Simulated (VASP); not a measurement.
# ZrSbTe (P4/nmm) in VASP: single point with r2SCAN

Aim: the single point of ZrSbTe with r2SCAN.

All numbers are computed with VASP 6.6.1; they aren't measurements. Logs are shortened: lines on timing, memory, paths and dates and some standing lists are left out, and cuts for length are marked.

### 1 The cell of the first run

The structure is tetragonal, space group P4/nmm (No. 129). Conventional cell: a = 4.116 Å, b = 4.116 Å, c = 9.156 Å, α = 90.00°, β = 90.00°, γ = 90.00°. Sb (site symmetry -4m2) has 4 Sb at 2.91 Å and 4 Zr at 3.07 Å within 3.8 Å. Te (site symmetry 4mm) has 5 Zr at 3.12 to 3.47 Å and 8 Te at 3.74 to 4.12 Å and 4 Sb at 3.98 Å within 4.2 Å. Within 4.2 Å of Zr (site symmetry 4mm) lie 4 Sb at 3.07 Å and 5 Te at 3.12 to 3.47 Å and 4 Zr at 4.12 Å.

### 2 Single point, r2SCAN

Input file POSCAR:

```
ZrSbTe
1.0
    4.1164320000      0.0000000000      0.0000000000
    0.0000000000      4.1164320000      0.0000000000
    0.0000000000      0.0000000000      9.1560260000
Sb Te Zr
2 2 2
Direct
    0.0000000000      0.0000000000      0.0000000000
    0.5000000000      0.5000000000      0.0000000000
    0.0000000000      0.5000000000      0.6280000000
    0.5000000000      0.0000000000      0.3720000000
    0.0000000000      0.5000000000      0.2490000000
    0.5000000000      0.0000000000      0.7510000000
```

Input file INCAR.step1:

```
PREC = Accurate
ENCUT = 550
ISMEAR = -1
SIGMA = 0.1
LREAL = False
LASPH = True
NELM = 120
NBANDS = 32
GGA = PE
ALGO = Normal
EDIFF = 1E-5
LWAVE = True
LCHARG = False
GGA_COMPAT = False
```

Input file INCAR.step2:

```
PREC = Accurate
ENCUT = 550
EDIFF = 1E-6
ISMEAR = -1
SIGMA = 0.1
LREAL = False
LASPH = True
NELM = 120
ALGO = Normal
ISIF = 2
LWAVE = False
LCHARG = True
METAGGA = R2SCAN
LMIXTAU = True
LELF = True
LVHAR = True
NBANDS = 32
ISTART = 1
GGA_COMPAT = False
```

Input file KPOINTS:

```
regular mesh
0
Gamma
  8 8 4
```

Potentials or basis: VASP PAW PBE potentials, release 64 (Sb, Te, Zr_sv).

Started as:

```
> cat potpaw_PBE.64/Sb/POTCAR potpaw_PBE.64/Te/POTCAR potpaw_PBE.64/Zr_sv/POTCAR > POTCAR
> cp INCAR.step1 INCAR
> mpirun -np 1 vasp_std > vasp.out
> cp INCAR.step2 INCAR
> mpirun -np 1 vasp_std > vasp.out
```

OUTCAR:

```text
PREC = Accurate
   ENCUT = 550
   EDIFF = 1E-6
   ISMEAR = -1
   LREAL = False
   LASPH = True
   NELM = 120
   ISIF = 2
   METAGGA = R2SCAN
   ISTART = 1

 ion  position               nearest neighbor table
   1  0.000  0.000  0.000-   2 2.91   2 2.91   2 2.91   2 2.91   5 3.07   6 3.07   6 3.07   5 3.07

   2  0.500  0.500  0.000-   1 2.91   1 2.91   1 2.91   1 2.91   6 3.07   6 3.07   5 3.07   5 3.07

   3  0.000  0.500  0.628-   6 3.12   6 3.12   6 3.12   6 3.12   5 3.47
   4  0.500  0.000  0.372-   5 3.12   5 3.12   5 3.12   5 3.12   6 3.47
   5  0.000  0.500  0.249-   1 3.07   2 3.07   1 3.07   2 3.07   4 3.12   4 3.12   4 3.12   4 3.12
                             3 3.47
   6  0.500  0.000  0.751-   1 3.07   2 3.07   2 3.07   1 3.07   3 3.12   3 3.12   3 3.12   3 3.12
                             4 3.47

  LATTYP: Found a simple tetragonal cell.
 ALAT       =     4.1164320000
 C/A-ratio  =     2.2242626624

  Lattice vectors:

 A1 = (   4.1164320000,   0.0000000000,   0.0000000000)
 A2 = (   0.0000000000,   4.1164320000,   0.0000000000)
 A3 = (   0.0000000000,   0.0000000000,   9.1560260000)

Analysis of symmetry for initial positions (statically):
=====================================================================
 Subroutine PRICEL returns:
 Original cell was already a primitive cell.

 Routine SETGRP: Setting up the symmetry group for a
 simple tetragonal supercell.

 Subroutine GETGRP returns: Found 16 space group operations
 (whereof  8 operations were pure point group operations)
 out of a pool of 16 trial point group operations.

The static configuration has the point symmetry D_2d.
 The point group associated with its full space group is D_4h.

Analysis of symmetry for dynamics (positions and initial velocities):
=====================================================================
 Subroutine PRICEL returns:
 Original cell was already a primitive cell.

 Routine SETGRP: Setting up the symmetry group for a
 simple tetragonal supercell.

 Subroutine GETGRP returns: Found 16 space group operations
 (whereof  8 operations were pure point group operations)
 out of a pool of 16 trial point group operations.

The dynamic configuration has the point symmetry D_2d.
 The point group associated with its full space group is D_4h.

 Subroutine INISYM returns: Found 16 space group operations
 (whereof  8 operations are pure point group operations),
 and found     1 'primitive' translations

----------------------------------------------------------------------------------------

                                     Primitive cell

  volume of cell :     155.1490

  direct lattice vectors                    reciprocal lattice vectors
     4.116432000  0.000000000  0.000000000     0.242928828  0.000000000  0.000000000
     0.000000000  4.116432000  0.000000000     0.000000000  0.242928828  0.000000000
     0.000000000  0.000000000  9.156026000     0.000000000  0.000000000  0.109217689

  length of vectors
     4.116432000  4.116432000  9.156026000     0.242928828  0.242928828  0.109217689

  position of ions in fractional coordinates (direct lattice)
     0.000000000  0.000000000  0.000000000
     0.500000000  0.500000000  0.000000000
     0.000000000  0.500000000  0.628000000
     0.500000000  0.000000000  0.372000000
     0.000000000  0.500000000  0.249000000
     0.500000000  0.000000000  0.751000000

  ion indices of the primitive-cell ions
   primitive index   ion index
                 1           1
                 2           2
                 3           3
                 4           4
                 5           5
                 6           6

----------------------------------------------------------------------------------------

 KPOINTS: regular mesh

Automatic generation of k-mesh.
 Grid dimensions read from file:
 generate k-points for:    8    8    4

 Generating k-lattice:

  Cartesian coordinates                     Fractional coordinates (reciprocal lattice)
     0.030366103  0.000000000  0.000000000     0.125000000  0.000000000  0.000000000
     0.000000000  0.030366103  0.000000000     0.000000000  0.125000000  0.000000000
     0.000000000  0.000000000  0.027304422     0.000000000  0.000000000  0.250000000

  Length of vectors
     0.030366103  0.030366103  0.027304422

  Shift w.r.t. Gamma in fractional coordinates (k-lattice)
     0.000000000  0.000000000  0.000000000

 Subroutine IBZKPT returns following result:
 ===========================================

 Found     45 irreducible k-points:

 Following reciprocal coordinates:
            Coordinates               Weight
  0.000000  0.000000  0.000000      1.000000
  0.125000  0.000000  0.000000      4.000000
  0.250000  0.000000  0.000000      4.000000
  0.375000  0.000000  0.000000      4.000000
  0.500000  0.000000  0.000000      2.000000
  0.125000  0.125000  0.000000      4.000000
[... 16 lines left out ...]
  0.375000  0.125000  0.250000     16.000000
  0.500000  0.125000  0.250000      8.000000
 [... further k-points ...]
   k-points           NKPTS =     45   k-points in BZ     NKDIM =     45   number of bands    NBANDS=     32
   number of dos      NEDOS =    301   number of ions     NIONS =      6
   total plane-waves  NPLWV =  71680
   dimension x,y,z NGX =    32 NGY =   32 NGZ =   70
   dimension x,y,z NGXF=    64 NGYF=   64 NGZF=  140
   ions per type =               2   2   2
   NGX,Y,Z   is equivalent  to a cutoff of  12.92, 12.92, 12.71 a.u.
   NGXF,Y,Z  is equivalent  to a cutoff of  25.85, 25.85, 25.42 a.u.
 SYSTEM =  unknown system
   PREC   = accura    normal or accurate (medium, high low for compatibility)
   ISTART =      1    job   : 0-new  1-cont  2-samecut
   ICHARG =      0    charge: 1-file 2-atom 10-const
   ISPIN  =      1    spin polarized calculation?
   LNONCOLLINEAR =      F non collinear calculations
   LSORBIT =      F    spin-orbit coupling
   LASPH  =      T    aspherical Exc in radial PAW
   ENCUT  =  550.0 eV  40.42 Ry    6.36 a.u.   7.87  7.87 17.51*2*pi/ulx,y,z
   NELM   =    120;   NELMIN=  2; NELMDL=  0     # of ELM steps
   EDIFF  = 0.1E-05   stopping-criterion for ELM
   LREAL  =      F    real-space projection
[... 7 lines left out ...]
   TEBEG  =    0.0;   TEEND  =   0.0 temperature during run
   PSTRESS=    0.0 pullay stress
   NELECT =      46.0000    total number of electrons
   NUPDOWN=      -1.0000    fix difference up-down
   EMIN   =  10.00;   EMAX   =-10.00  energy-range for DOS
   EFERMI =   0.00;   METHOD = LEGACY
   ISMEAR =    -1;   SIGMA  =   0.10  broadening in eV -4-tet -1-fermi 0-gaus
   EFERMI_NEDOS =   21; number of points for ismear=-14 and -15
   IALGO  =     38    algorithm
   IMIX   =      4    mixing-type and parameters
     AMIX     =   0.40;   BMIX     =  1.00
     AMIX_MAG =   1.60;   BMIX_MAG =  1.00
  volume/ion in A,a.u.               =      25.86       174.50
  Fermi-wavevector in a.u.,A,eV,Ry     =   1.091636  2.062893 16.213640  1.191669
  Thomas-Fermi vector in A             =   2.227885
   LORBIT       =      0    0 simple, 1 ext, 2 COOP (PROOUT), +10 PAW based schemes
   METAGGA = R2SCAN    functional components
   LHFCALC =     F    Hartree Fock is set to
   AEXX    =    0.0000 exact exchange contribution
   IVDW    =     0    specifies the selected vdW correction
   LEPSILON=     F    determine dielectric tensor
   LRPA    =     F    only Hartree local field effects (RPA)
 non-spin polarized calculation
  energy-cutoff  :      550.00
  volume of cell :      155.15
 maximum number of plane-waves:      4568
 NGX is ok and might be reduce to    32
   NGX = 15   NGY = 15   NGZ = 35

 number of electron      45.9999999 magnetization

 Free energy of the ion-electron system (eV)
  ---------------------------------------------------
  ext. energy  EPLUGINS =         0.00000000
  ---------------------------------------------------
  free energy    TOTEN  =      -151.89593740 eV

  energy without entropy =     -151.80180710  energy(sigma->0) =     -151.84887225

 E-fermi :   9.3442     XC(G=0): -10.9359

 val. band max:        9.3371410190   @ k =   0.1250   0.1250   0.0000
 cond. band min:       9.3476389234   @ k =   0.5000   0.1250   0.5000
 fundamental gap:      0.0104979044
 Fermi energy:         9.3442231828

 k-point     1 :       0.0000    0.0000    0.0000
  band No.  band energies     occupation
      1     -42.8007      2.00000
      2     -42.8005      2.00000
      3     -20.1284      2.00000
      4     -20.1152      2.00000
      5     -20.1073      2.00000
      6     -20.1073      2.00000
[... 24 lines left out ...]
     31      11.7780      0.00000
     32      12.4483      0.00000

 k-point     2 :       0.1250    0.0000    0.0000
  band No.  band energies     occupation
      1     -42.8004      2.00000
      2     -42.8003      2.00000
      3     -20.1268      2.00000
      4     -20.1147      2.00000
      5     -20.1145      2.00000
      6     -20.1130      2.00000
[... 24 lines left out ...]
     31      11.7672      0.00000
     32      12.6485      0.00000

 k-point     3 :       0.2500    0.0000    0.0000
  band No.  band energies     occupation
      1     -42.7998      2.00000
      2     -42.7996      2.00000
      3     -20.1323      2.00000
      4     -20.1313      2.00000
      5     -20.1223      2.00000
      6     -20.1133      2.00000
[... 24 lines left out ...]
     31      11.6817      0.00000
     32      12.2828      0.00000

 k-point     4 :       0.3750    0.0000    0.0000
  band No.  band energies     occupation
      1     -42.7991      2.00000
      2     -42.7990      2.00000
      3     -20.1498      2.00000
      4     -20.1492      2.00000
      5     -20.1176      2.00000
      6     -20.1127      2.00000
[... 654 lines left out ...]
     31      11.7062      0.00000
     32      12.0443      0.00000

 k-point    23 :       0.3750    0.1250    0.2500
  band No.  band energies     occupation
      1     -42.7988      2.00000
      2     -42.7987      2.00000
      3     -20.1486      2.00000
      4     -20.1482      2.00000
      5     -20.1158      2.00000
      6     -20.1122      2.00000
[... 24 lines left out ...]
     31      11.5103      0.00000
     32      11.9955      0.00000

 k-point    24 :       0.5000    0.1250    0.2500
  band No.  band energies     occupation
      1     -42.7985      2.00000
      2     -42.7985      2.00000
      3     -20.1556      2.00000
      4     -20.1556      2.00000
      5     -20.1129      2.00000
      6     -20.1129      2.00000
[... 24 lines left out ...]
     31      11.9396      0.00000
     32      11.9396      0.00000

 [... further k-points ...]
[... 5 lines left out ...]
  --------------------------------------------------------------------------------------
  -------------------------------------------------------------------------------------
  Total        1.7116353      1.7116353     -4.4527022      0.0000000      0.0000000      0.0000000
  in kB       17.6755488     17.6755488    -45.9817315      0.0000000      0.0000000      0.0000000
  external PRESSURE =      -3.5435446 kB  Pullay stress =       0.0000000 kB

 VOLUME and BASIS-vectors are now :
 -----------------------------------------------------------------------------
  energy-cutoff  :      550.00
  volume of cell :      155.15
      direct lattice vectors                 reciprocal lattice vectors
     4.116432000  0.000000000  0.000000000     0.242928828  0.000000000  0.000000000
     0.000000000  4.116432000  0.000000000     0.000000000  0.242928828  0.000000000
     0.000000000  0.000000000  9.156026000     0.000000000  0.000000000  0.109217689

 POSITION                                       TOTAL-FORCE (eV/Angst)
 -----------------------------------------------------------------------------------
      0.00000      0.00000      0.00000         0.000000      0.000000      0.000000
      2.05822      2.05822      0.00000        -0.000000     -0.000000      0.000000
      0.00000      2.05822      5.74998         0.000000     -0.000000      0.024288
      2.05822      0.00000      3.40604         0.000000      0.000000     -0.024288
      0.00000      2.05822      2.27985        -0.000000      0.000000     -0.161295
      2.05822      0.00000      6.87618         0.000000      0.000000      0.161295
 -----------------------------------------------------------------------------------
    total drift:                                0.000000      0.000000      0.000000

  FREE ENERGIE OF THE ION-ELECTRON SYSTEM (eV)
  ---------------------------------------------------
  free  energy   TOTEN  =      -151.8959374047 eV

  energy  without entropy=     -151.8018070994  energy(sigma->0) =     -151.84887225
```

Run time: 19 min. Hardware: 1 thread of Intel Xeon 8259CL, shared host; peak memory 0.44 GiB.

What came out:

| Item | Value |
| --- | --- |
| Free energy | -151.8959 eV |
| Pressure | -0.4 GPa |
| Largest force | 0.161 eV/Å |
| Band gap on the k mesh | zero (bands 23 and 24 overlap by 2.47 eV) |

Forces on the atoms (eV/Å):
```
Sb   0.000  0.000  0.000
Sb   0.000  0.000  0.000
Te   0.000  0.000  0.024
Te   0.000  0.000 -0.024
Zr   0.000  0.000 -0.161
Zr   0.000  0.000  0.161
```

Stress tensor (GPa, compression positive):
```
 1.77  0.00  0.00
 0.00  1.77  0.00
 0.00  0.00 -4.60
```

Caveat: the stress differs along the axes, from -5 to 2 GPa; the PAW data sets were made with another functional, which shifts forces and pressure a little; spin-orbit coupling is left out, which moves the levels of the heavy elements.
